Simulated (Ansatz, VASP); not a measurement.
# TiC: VASP beside Ansatz

```xyz
2
Lattice="0.0000 2.1364 2.1364 2.1364 0.0000 2.1364 2.1364 2.1364 0.0000" Properties=species:S:1:pos:R:3 pbc="T T T"
Ti    0.0000    0.0000    0.0000
C     2.1364    2.1364    2.1364
```

Change from the starting cell: volume scaled by 0.96.

Alike in both runs: task single point; functional PBE; k mesh 11 × 11 × 11; occupations fermi-dirac, width 0.05 eV; no spin polarisation.

|  | VASP | Ansatz |
| --- | --- | --- |
| version | VASP 6.6.1 | Ansatz 0.2.0 |
| potentials or method | VASP PAW PBE potentials, release 64 (Ti_sv, C), cutoff 520 eV | all-electron LAPW, scalar-relativistic |

Ansatz gave:

* gap on the k mesh at the Fermi level (eV): none
* pressure (GPa): 11.4

Problem. What did VASP give for the same quantities?

Solution. gap on the k mesh at the Fermi level (eV): none; pressure (GPa): 11.6.

A gap of «none» marks a metal or a gap that the smearing closes. Ansatz ran all-electron here, and VASP with PAW potentials.
